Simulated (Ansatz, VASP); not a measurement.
**SrO: VASP beside Ansatz**

The input INCAR:

```
PREC = Accurate
ENCUT = 520
EDIFF = 1E-6
ISMEAR = -1
SIGMA = 0.02
LREAL = False
LASPH = True
NELM = 100
ALGO = Normal
ISIF = 2
LWAVE = False
LCHARG = True
GGA = PE
LELF = True
LVHAR = True
NBANDS = 24
```

Contents of KPOINTS:

```
regular mesh
0
Gamma
  12 12 6
```

Contents of POSCAR:

```
SrO
1.0
    4.2700309537     -0.0854006191      0.0000000000
   -2.2089745824      3.7406555904      0.0000000000
    0.0000000000      0.0000000000      5.1444468174
Sr O
2 2
Direct
    0.3396478962      0.6670671972     -0.0625000000
    0.6603521038      0.3329328028      0.4375000000
    0.3365860422      0.6667844453      0.4375000000
    0.6634139578      0.3332155547      0.9375000000
```

Input for Ansatz:

```yaml
crystal:
  lattice:
    - [4.2700309537, -0.0854006191, 0.0]
    - [-2.2089745824, 3.7406555904, 0.0]
    - [0.0, 0.0, 5.1444468174]
  atoms:
    - { symbol: Sr, position: [0.3396478962, 0.6670671972, -0.0625] }
    - { symbol: Sr, position: [0.6603521038, 0.3329328028, 0.4375] }
    - { symbol: O, position: [0.3365860422, 0.6667844453, 0.4375] }
    - { symbol: O, position: [0.6634139578, 0.3332155547, 0.9375] }
kpoints:
  mp_grid: { grid: [12, 12, 6] }
  band_path:
    path:
      - [0.0, 0.0, 0.0]
      - [0.5, 0.0, 0.0]
      - [0.3333333333, 0.3333333333, 0.0]
      - [0.0, 0.0, 0.5]
      - [0.5, 0.0, 0.5]
      - [0.3333333333, 0.3333333333, 0.5]
    npoints: 1
hamiltonian:
  xc: pbe
scf:
  occupations: { method: fermi_dirac, width: 0.02 }
  n_extra_bands: 5
output:
  forces: true
  stress: true
  eigenvalues: true
  write_density: true
  write_potential: true
  elf: true
  volumetric_format: npy
```

Change from the starting cell: shear_xy strain -4.0%.

Alike in both runs: task single point; functional PBE; k mesh 12 × 12 × 6; occupations fermi-dirac, width 0.02 eV; no spin polarisation.

```csv
,VASP,Ansatz
version,VASP 6.6.1,Ansatz 0.2.0
potentials or method,"VASP PAW PBE potentials, release 64 (Sr_sv, O)","plane waves, PAW"
plane-wave cutoff (eV),520,420
valence electrons in the cell,32,32
```

|  | VASP | Ansatz | Ansatz less VASP |
| --- | --- | --- | --- |
| gap on the k mesh at the Fermi level (eV) | 2.64 | 2.66 | +0.019 |
| pressure (GPa) | 1.7 | 1.2 | -0.47 |
| traceless stress, the component that is largest in VASP (GPa) | 0.37 | 0.38 | +0.009 |
